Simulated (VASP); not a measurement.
# Ge (P1) in VASP: notebook

Runs on Ge. Level: PBEsol. Tasks: single point.

Everything below comes from runs of VASP 6.6.1. Logs are shortened: lines on timing, memory, paths and dates and some standing lists are left out, and cuts for length are marked.

## 1. The cell of the first run

The typed cell holds 24 atoms: a = 7.844 Å, b = 7.859 Å, c = 7.859 Å, α = 80.03°, β = 79.79°, γ = 79.79°.

## 2. Single point, PBEsol

INCAR

```
SYSTEM = Ge
ALGO = Normal ; EDIFF = 1E-6
ENCUT = 520 ; GGA = PS
ISIF = 2 ; ISMEAR = -1
LASPH = .TRUE. ; LCHARG = .TRUE.
LELF = .TRUE. ; LREAL = Auto
LVHAR = .TRUE. ; LWAVE = .FALSE.
NBANDS = 186 ; NELM = 80
PREC = Accurate ; SIGMA = 0.05
```

KPOINTS

```
Automatic mesh
0
Gamma
  2 2 2
  0.5 0.5 0.5
```

POSCAR

```
Ge
1.0
    0.0000000000     -5.8077995759      5.2720733511
    5.0528545991      2.9038997879      5.2720733511
   -5.0528545991      2.9038997879      5.2720733511
Ge
24
Direct
    0.2381292676      0.4898963537      0.9609829352
    0.4989336650      0.7951285361      0.2200417326
    0.9250217492      0.0176714429      0.4283032866
   -0.0357152921      0.7622770861      0.1794629674
    0.3861893495     -0.0089008000      0.5820877079
    0.6094630314      0.3731163870      0.9406648775
    0.2033264062      0.8265965531      0.4946356848
    0.5022156312      0.2739767859      0.6965452485
    0.7424853439      0.5883604435      0.0930012459
    0.2490095521      0.6392666511      0.2664063277
    0.6377853305      1.0254298164      0.3230197370
   -0.1506740299      0.2190231116      0.6439854686
    0.4746543498      0.7290692380      0.8404623107
    0.8893031676      0.1485081304     -0.0106846555
    0.2128335572      0.2744705419      0.4101989676
    0.9067082473      0.6509081534      0.5505953520
    0.2309305678      1.0299372623      0.8931995061
    0.5374456852      0.3767975257      0.3251164423
    0.2182557737      0.5029536776      0.6333767853
    0.6676221719      0.9569183597      0.9134429350
   -0.0428642053      0.3396009454      0.2615238917
    0.9537674319      0.7158906947      0.8507360552
    0.3779184389      0.1721764793      0.0933748846
    0.5885243798      0.5966635565      0.5362135685
```

Potentials or basis: VASP PAW PBE potentials, release 64 (Ge_d).

Run with:

```
> cat potpaw_PBE.64/Ge_d/POTCAR > POTCAR
> mpirun -np 1 vasp_std > vasp.out
```

OUTCAR:

```text
SYSTEM = Ge
   EDIFF = 1E-6
   ENCUT = 520
   GGA = PS
   ISIF = 2
   ISMEAR = -1
   LASPH = .TRUE.
   LREAL = Auto
   NELM = 80
   PREC = Accurate

 ion  position               nearest neighbor table
   1  0.238  0.490  0.961-  19 2.59  23 2.66  22 2.76  13 2.81  10 2.87   6 2.88
   2  0.499  0.795  0.220-  10 2.43   9 2.46  11 2.58  20 2.75  24 2.83   7 2.88
   3  0.925  0.018  0.428-  12 2.44   7 2.50  11 2.52  21 2.67  16 2.90
   4  0.964  0.762  0.179-  10 2.44   9 2.63  22 2.69  16 2.87
   5  0.386  0.991  0.582-   7 2.35  17 2.57  11 2.59  15 2.68  13 2.72   8 2.88
   6  0.609  0.373  0.941-   8 2.51  14 2.60  23 2.61   9 2.67  13 2.84   1 2.88
   7  0.203  0.827  0.495-   5 2.35  10 2.45   3 2.50  19 2.58  16 2.84   2 2.88
   8  0.502  0.274  0.697-   6 2.51  12 2.65  19 2.67  24 2.77  18 2.87   5 2.88
   9  0.742  0.588  0.093-   2 2.46  22 2.49   4 2.63  21 2.67   6 2.67  18 2.75
  10  0.249  0.639  0.266-   2 2.43   4 2.44   7 2.45  18 2.82   1 2.87  19 2.88
  11  0.638  0.025  0.323-   3 2.52   2 2.58   5 2.59  18 2.74  23 2.91
  12  0.849  0.219  0.644-   3 2.44   8 2.65  14 2.74
  13  0.475  0.729  0.840-  24 2.72   5 2.72  20 2.73   1 2.81  17 2.81   6 2.84
  14  0.889  0.149  0.989-   6 2.60  20 2.69  17 2.69  12 2.74
  15  0.213  0.274  0.410-  21 2.43   5 2.68  19 2.73  18 2.74  23 2.78
  16  0.907  0.651  0.551-  22 2.60  24 2.63  19 2.65   7 2.84   4 2.87   3 2.90
  17  0.231  0.030  0.893-   5 2.57  23 2.60  14 2.69  13 2.81
  18  0.537  0.377  0.325-  24 2.72  11 2.74  15 2.74   9 2.75  10 2.82   8 2.87
  19  0.218  0.503  0.633-   7 2.58   1 2.59  16 2.65   8 2.67  15 2.73  10 2.88  22 2.92
  20  0.668  0.957  0.913-  14 2.69  22 2.70  13 2.73   2 2.75  23 2.89
  21  0.957  0.340  0.262-  15 2.43   9 2.67   3 2.67
  22  0.954  0.716  0.851-   9 2.49  16 2.60   4 2.69  20 2.70   1 2.76  19 2.92
  23  0.378  0.172  0.093-  17 2.60   6 2.61   1 2.66  15 2.78  20 2.89  11 2.91
  24  0.589  0.597  0.536-  16 2.63  18 2.72  13 2.72   8 2.77   2 2.83

  LATTYP: Found a base centered monoclinic cell.
 ALAT       =    12.0378389086
 B/A-ratio  =     0.8394953010
 C/A-ratio  =     0.6515958644
 COS(beta)  =    -0.2315018669

  Lattice vectors:

 A1 = (  -5.0528545991,  -2.9038997879,  -5.2720733511)
 A2 = (   5.0528545991,  -2.9038997879,  -5.2720733511)
 A3 = (   0.0000000000,  -5.8077995759,   5.2720733511)

Analysis of symmetry for initial positions (statically):
=====================================================================
 Subroutine PRICEL returns:
 Original cell was already a primitive cell.

 Routine SETGRP: Setting up the symmetry group for a
 base centered monoclinic supercell.

 Subroutine GETGRP returns: Found  1 space group operations
 (whereof  1 operations were pure point group operations)
 out of a pool of  4 trial point group operations.

The static configuration has the point symmetry C_1 .

Analysis of symmetry for dynamics (positions and initial velocities):
=====================================================================
 Subroutine PRICEL returns:
 Original cell was already a primitive cell.

 Routine SETGRP: Setting up the symmetry group for a
 base centered monoclinic supercell.

 Subroutine GETGRP returns: Found  1 space group operations
 (whereof  1 operations were pure point group operations)
 out of a pool of  4 trial point group operations.

The dynamic configuration has the point symmetry C_1 .

 Subroutine INISYM returns: Found  1 space group operations
 (whereof  1 operations are pure point group operations),
 and found     1 'primitive' translations

----------------------------------------------------------------------------------------

                                     Primitive cell

  volume of cell :     464.1423

  direct lattice vectors                    reciprocal lattice vectors
     0.000000000 -5.807799576  5.272073351     0.000000000 -0.114788167  0.063226232
     5.052854599  2.903899788  5.272073351     0.098953966  0.057394083  0.063226232
    -5.052854599  2.903899788  5.272073351    -0.098953966  0.057394083  0.063226232

  length of vectors
     7.843806049  7.858672343  7.858672343     0.131049150  0.130703958  0.130703958

  position of ions in fractional coordinates (direct lattice)
     0.238129268  0.489896354  0.960982935
     0.498933665  0.795128536  0.220041733
     0.925021749  0.017671443  0.428303287
     0.964284708  0.762277086  0.179462967
     0.386189350  0.991099200  0.582087708
     0.609463031  0.373116387  0.940664877
[... 16 lines left out ...]
     0.377918439  0.172176479  0.093374885
     0.588524380  0.596663556  0.536213569

  ion indices of the primitive-cell ions
   primitive index   ion index
                 1           1
                 2           2
                 3           3
                 4           4
                 5           5
                 6           6
[... 16 lines left out ...]
                23          23
                24          24

----------------------------------------------------------------------------------------

 KPOINTS: Automatic mesh

Automatic generation of k-mesh.
 Grid dimensions read from file:
 generate k-points for:    2    2    2

 Generating k-lattice:

  Cartesian coordinates                     Fractional coordinates (reciprocal lattice)
     0.000000000 -0.057394083  0.031613116     0.500000000 -0.000000000 -0.000000000
     0.049476983  0.028697042  0.031613116     0.000000000  0.500000000  0.000000000
    -0.049476983  0.028697042  0.031613116     0.000000000  0.000000000  0.500000000

  Length of vectors
     0.065524575  0.065351979  0.065351979

  Shift w.r.t. Gamma in fractional coordinates (k-lattice)
     0.500000000  0.500000000  0.500000000

 Subroutine IBZKPT returns following result:
 ===========================================

 Found      4 irreducible k-points:

 Following reciprocal coordinates:
            Coordinates               Weight
  0.250000  0.250000  0.250000      2.000000
 -0.250000  0.250000  0.250000      2.000000
  0.250000 -0.250000  0.250000      2.000000
 -0.250000 -0.250000  0.250000      2.000000
   k-points           NKPTS =      4   k-points in BZ     NKDIM =      4   number of bands    NBANDS=    186
   number of dos      NEDOS =    301   number of ions     NIONS =     24
   total plane-waves  NPLWV = 216000
   dimension x,y,z NGX =    60 NGY =   60 NGZ =   60
   dimension x,y,z NGXF=   120 NGYF=  120 NGZF=  120
   ions per type =              24
   NGX,Y,Z   is equivalent  to a cutoff of  12.72, 12.69, 12.69 a.u.
   NGXF,Y,Z  is equivalent  to a cutoff of  25.43, 25.39, 25.39 a.u.
 SYSTEM =  Ge
   PREC   = accura    normal or accurate (medium, high low for compatibility)
   ISTART =      0    job   : 0-new  1-cont  2-samecut
   ICHARG =      2    charge: 1-file 2-atom 10-const
   ISPIN  =      1    spin polarized calculation?
   LNONCOLLINEAR =      F non collinear calculations
   LSORBIT =      F    spin-orbit coupling
   LASPH  =      T    aspherical Exc in radial PAW
   ENCUT  =  520.0 eV  38.22 Ry    6.18 a.u.  14.58 14.61 14.61*2*pi/ulx,y,z
   NELM   =     80;   NELMIN=  2; NELMDL= -5     # of ELM steps
   EDIFF  = 0.1E-05   stopping-criterion for ELM
   LREAL  =      T    real-space projection
   EDIFFG = 0.1E-04   stopping-criterion for IOM
   NSW    =      0    number of steps for IOM
   IBRION =     -1    ionic relax: 0-MD 1-quasi-New 2-CG
   NFREE  =      0    steps in history (QN), initial steepest desc. (CG)
   ISIF   =      2    stress and relaxation
   ISYM   =      2    0-nonsym 1-usesym 2-fastsym
   POTIM  = 0.5000    time-step for ionic-motion
   TEBEG  =    0.0;   TEEND  =   0.0 temperature during run
   PSTRESS=    0.0 pullay stress
   NELECT =     336.0000    total number of electrons
   NUPDOWN=      -1.0000    fix difference up-down
   EMIN   =  10.00;   EMAX   =-10.00  energy-range for DOS
   EFERMI =   0.00;   METHOD = LEGACY
   ISMEAR =    -1;   SIGMA  =   0.05  broadening in eV -4-tet -1-fermi 0-gaus
   EFERMI_NEDOS =   21; number of points for ismear=-14 and -15
   IALGO  =     38    algorithm
   IMIX   =      4    mixing-type and parameters
     AMIX     =   0.40;   BMIX     =  1.00
     AMIX_MAG =   1.60;   BMIX_MAG =  1.00
  volume/ion in A,a.u.               =      19.34       130.51
  Fermi-wavevector in a.u.,A,eV,Ry     =   1.469956  2.777813 29.399053  2.160769
  Thomas-Fermi vector in A             =   2.585271
   LORBIT       =      0    0 simple, 1 ext, 2 COOP (PROOUT), +10 PAW based schemes
   GGA     = PS    functional components
   LHFCALC =     F    Hartree Fock is set to
   AEXX    =    0.0000 exact exchange contribution
   IVDW    =     0    specifies the selected vdW correction
   LEPSILON=     F    determine dielectric tensor
   LRPA    =     F    only Hartree local field effects (RPA)
 non-spin polarized calculation
  energy-cutoff  :      520.00
  volume of cell :      464.14
 maximum number of plane-waves:     12499
 NGX is ok and might be reduce to    60
   NGX = 29   NGY = 29   NGZ = 29

 number of electron     336.0000007 magnetization

 Free energy of the ion-electron system (eV)
  ---------------------------------------------------
  ext. energy  EPLUGINS =         0.00000000
  ---------------------------------------------------
  free energy    TOTEN  =      -108.92259884 eV

  energy without entropy =     -108.80295503  energy(sigma->0) =     -108.86277693

 E-fermi :   6.3187     XC(G=0): -11.1748

 val. band max:        6.2925369362   @ k =  -0.2500  -0.2500   0.2500
 cond. band min:       6.3276405342   @ k =  -0.2500   0.2500   0.2500
 fundamental gap:      0.0351035980
 Fermi energy:         6.3186791051

 k-point     1 :       0.2500    0.2500    0.2500
  band No.  band energies     occupation
      1     -18.5280      2.00000
      2     -18.5157      2.00000
      3     -18.4915      2.00000
      4     -18.4851      2.00000
      5     -18.4829      2.00000
      6     -18.4707      2.00000
[... 172 lines left out ...]
    179       8.2440      0.00000
    180       8.3442      0.00000

 k-point     2 :      -0.2500    0.2500    0.2500
  band No.  band energies     occupation
      1     -18.5278      2.00000
      2     -18.5151      2.00000
      3     -18.4923      2.00000
      4     -18.4861      2.00000
      5     -18.4821      2.00000
      6     -18.4726      2.00000
[... 172 lines left out ...]
    179       8.0505      0.00000
    180       8.2385      0.00000

 k-point     3 :       0.2500   -0.2500    0.2500
  band No.  band energies     occupation
      1     -18.5280      2.00000
      2     -18.5152      2.00000
      3     -18.4928      2.00000
      4     -18.4839      2.00000
      5     -18.4829      2.00000
      6     -18.4709      2.00000
[... 172 lines left out ...]
    179       8.0847      0.00000
    180       8.3856      0.00000

 k-point     4 :      -0.2500   -0.2500    0.2500
  band No.  band energies     occupation
      1     -18.5278      2.00000
      2     -18.5153      2.00000
      3     -18.4933      2.00000
      4     -18.4850      2.00000
      5     -18.4821      2.00000
      6     -18.4725      2.00000
[... 172 lines left out ...]
    179       8.0646      0.00000
    180       8.1443      0.00000
 [bands above 180 left out]

------------------------ aborting loop because EDIFF is reached ----------------------------------------

  FORCE on cell =-STRESS in cart. coord.  units (eV):
  Direction    XX          YY          ZZ          XY          YZ          ZX
  --------------------------------------------------------------------------------------
  -------------------------------------------------------------------------------------
  Total        5.2427892     13.3088048     17.4766978      0.1944733     -2.4389306      0.1277446
  in kB       18.0976365     45.9407960     60.3279877      0.6713042     -8.4189688      0.4409630
  external PRESSURE =      41.4554734 kB  Pullay stress =       0.0000000 kB

 VOLUME and BASIS-vectors are now :
 -----------------------------------------------------------------------------
  energy-cutoff  :      520.00
  volume of cell :      464.14
      direct lattice vectors                 reciprocal lattice vectors
     0.000000000 -5.807799576  5.272073351     0.000000000 -0.114788167  0.063226232
     5.052854599  2.903899788  5.272073351     0.098953966  0.057394083  0.063226232
    -5.052854599  2.903899788  5.272073351    -0.098953966  0.057394083  0.063226232

 POSITION                                       TOTAL-FORCE (eV/Angst)
 -----------------------------------------------------------------------------------
     -2.38033      2.83020      8.90458         0.262102      0.540991      0.083319
      2.90583      0.05025      7.98247         0.369128     -0.014051      0.738228
     -2.07486     -4.07728      7.22799        -0.057177     -0.195917     -0.475901
      2.94488     -2.86565     10.04870         0.625029      0.744802      0.272425
      2.06668      2.32547     10.32998         0.302443      0.080491      1.026030
     -2.86774      0.27545     10.13949         0.201118      0.032265      0.615579
[... 16 lines left out ...]
      0.39817     -1.42374      3.39242        -0.441446      0.129690     -0.237186
      0.30544     -0.12827      9.07535         0.115355     -0.055660      0.236008
 -----------------------------------------------------------------------------------
    total drift:                               -0.000077      0.001195     -0.000997

  FREE ENERGIE OF THE ION-ELECTRON SYSTEM (eV)
  ---------------------------------------------------
  free  energy   TOTEN  =      -108.9225988407 eV

  energy  without entropy=     -108.8029550289  energy(sigma->0) =     -108.86277693
```

Run time: 14 min. Hardware: 1 thread of Intel Xeon Platinum 8488C (Sapphire Rapids), shared host; peak memory 0.59 GiB.

What came out:

* Free energy: -108.9226 eV
* Pressure: 4.1 GPa
* Largest force: 1.503 eV/Å
* Band gap on the k mesh: zero (bands 168 and 169 overlap by 0.26 eV)

Forces on the atoms (eV/Å):
```
Ge   0.262  0.541  0.083
Ge   0.369 -0.014  0.738
Ge  -0.057 -0.196 -0.476
Ge   0.625  0.745  0.272
Ge   0.302  0.080  1.026
Ge   0.201  0.032  0.616
Ge  -0.248  0.520 -0.097
Ge   0.022 -0.433 -0.464
Ge  -0.617 -0.558 -0.286
Ge  -0.211 -1.213 -0.863
Ge  -0.023 -0.075  0.183
Ge   0.153  0.252  0.608
Ge  -0.131  0.254 -0.290
Ge  -0.392 -0.298  0.380
Ge  -0.358 -0.231  0.688
Ge  -0.052  0.618 -0.696
Ge  -0.367  0.172 -0.209
Ge  -0.104 -0.129 -0.074
Ge  -0.348 -0.107 -0.289
Ge   0.362 -0.053  0.015
Ge   0.488  0.160 -0.941
Ge   0.451 -0.142  0.078
Ge  -0.441  0.130 -0.237
Ge   0.115 -0.056  0.236
```

Stress tensor (GPa, compression positive):
```
 1.81  0.07  0.04
 0.07  4.59 -0.84
 0.04 -0.84  6.03
```

Caveat: the k points lie up to 0.41 Å⁻¹ apart; the atoms stand as in a frame of molecular dynamics; semilocal functionals underestimate gaps, and a narrow one can read as zero; the PAW data sets were made with another functional, which shifts forces and pressure a little.

## 3. Single point, PBEsol

INCAR

```
SYSTEM = Ge
PREC = Accurate ; ENCUT = 520
EDIFF = 1E-6 ; ISMEAR = -1
SIGMA = 0.2327 ; LREAL = Auto
LASPH = .True. ; NELM = 60
ALGO = Normal ; ISIF = 2
LWAVE = .False. ; LCHARG = .False.
GGA = PS ; NBANDS = 186
KPAR = 2 ; NCORE = 2
```

KPOINTS is that of step 2.

POSCAR

```
Ge
1.0
    0.0000000000     -5.9340954619      5.3867193829
    5.1627335197      2.9670477310      5.3867193829
   -5.1627335197      2.9670477310      5.3867193829
Ge
24
Direct
    0.2224747055      0.5136818469      0.9598317385
    0.4651656550      0.8514790235      0.1616409781
    0.8841893265      0.0685106156      0.4986908663
   -0.0108235759      0.8151246995      0.2146739909
    0.3828315668      0.0097958171      0.6185223740
    0.6489015178      0.4122888224      0.8780424762
    0.1590901982      0.8760466538      0.6334677960
    0.4535403054      0.2322910768      0.7281971681
    0.7258056611      0.5989663347      0.1257375712
    0.2410851880      0.6150847024      0.2326291694
    0.5793610984      0.9902696891      0.3496733873
   -0.0359051189      0.1803994620      0.7516642753
    0.5268449792      0.7450879749      0.8203126594
    0.8806728019      0.1052144712      0.0821598240
    0.0978226277      0.3272970608      0.4997772007
    0.8676016926      0.6224224156      0.6140663771
    0.2133119855      0.8603175150      0.9210942332
    0.5231782090      0.3116631702      0.1993914448
    0.2690761484      0.5559553896      0.5221494611
    0.6555724556      1.0445011363      0.8551816612
    0.0298769511      0.3183583765      0.1962112625
    0.8687384746      0.7221153094      0.8805697400
    0.3094676903      0.1613114940      0.0335841966
    0.6132333875      0.5204258286      0.4095930696
```

Potentials or basis: VASP PAW PBE potentials, release 64 (Ge_d).

Run with:

```
> cat potpaw_PBE.64/Ge_d/POTCAR > POTCAR
> mpirun -np 4 vasp_std > vasp.out
```

Wall time 7.3 min (4 MPI ranks of AMD EPYC 7R43 (Zen 3), shared host); peak memory 0.36 GiB.

The run converged. Its results:

| Quantity | Value |
| --- | --- |
| Free energy | -107.6655 eV |
| Pressure | 3.9 GPa |
| Largest force | 3.682 eV/Å |
| Band gap on the k mesh | zero (bands 168 and 169 overlap by 0.11 eV) |

Forces in eV/Å, atoms in the order of the input:
```
Ge   0.173 -0.191 -0.380
Ge  -0.047 -0.060 -1.019
Ge  -0.191 -0.157 -0.730
Ge  -0.058  1.395 -0.695
Ge   1.032 -1.681  0.644
Ge   0.321 -0.125  0.018
Ge  -0.048  1.104 -3.513
Ge   2.647  1.819  0.705
Ge  -0.830 -0.092 -0.067
Ge   0.468 -1.213  0.199
Ge   0.130 -0.606  1.099
Ge  -1.091  0.850  0.114
Ge   0.030 -0.319  0.064
Ge   0.284  0.649 -0.162
Ge   1.054 -0.359  0.129
Ge   0.511 -0.674 -1.364
Ge  -0.467  0.995  0.702
Ge  -0.092 -0.012 -0.024
Ge  -1.089  0.232  1.452
Ge  -2.007 -2.075  1.081
Ge   0.111  0.599 -0.025
Ge   1.393 -0.980  1.306
Ge  -0.534  0.099  0.083
Ge  -1.700  0.802  0.384
```

Stress tensor (GPa, compression positive):
```
 5.74 -1.97 -0.79
-1.97  2.78 -1.15
-0.79 -1.15  3.18
```

Levels at points of the mesh, in eV from the Fermi level:
```tsv
k point	band 165	band 166	band 167	band 168	band 169	band 170	band 171	band 172
(0.25, 0.25, 0.25)	-0.44	-0.17	-0.03	0.06	0.30	0.54	0.62	0.77
```

Caveat: the k points lie up to 0.40 Å⁻¹ apart; the atoms stand as in a frame of molecular dynamics; semilocal functionals underestimate gaps, and a narrow one can read as zero; the PAW data sets were made with another functional, which shifts forces and pressure a little.

[end of part 1 of 2]

The gap in the log of VASP goes by the Fermi energy; the results here count the filled bands.